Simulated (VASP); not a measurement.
Runs of VASP 6.6.1 on KSi3I. The structure is that of space group Pm-3m (No. 221), or close to it. The cells are those of the table. The cell was built from a structure type or drawn by symmetry, and may not be a known phase.

```csv
task,cell,k mesh,cutoff (eV),gap on the mesh (eV),pressure (GPa),relaxed volume (Å³/atom)
relaxation of cell and atoms,"relaxed from a = 5.261 Å, 5 atoms",4 × 4 × 4,600,none,0.0,34.17
single point,"a = 5.261 Å, 5 atoms",4 × 4 × 4,520,none,5.4,-
relaxation of cell and atoms,"relaxed from a = 5.530 Å, 5 atoms",8 × 8 × 8,600,none,0.0,33.06
single point,"a = 5.530 Å, 5 atoms",4 × 4 × 4,520,none,(a),-
single point,"a = 5.486 Å, 5 atoms",8 × 8 × 8,520,none,0.0,-
```

Alike in all rows: level PBE; potentials or basis VASP PAW PBE potentials, release 64 (K_sv, Si, I); no spin polarisation; smearing gaussian 0.1 eV.

Question: Estimate the missing entries.

Answer: (a) 0.2.

Caveats: spin-orbit coupling is left out, which moves the levels of the heavy elements; the volume moved by over 15 % at a fixed basis, so the end points are rough (at least some runs); the cell stands under pressure (at least some runs).

A k mesh can miss the band edges, and the runs leave out spin-orbit coupling on I.

A gap of «none» marks levels without a gap at the run's occupations.
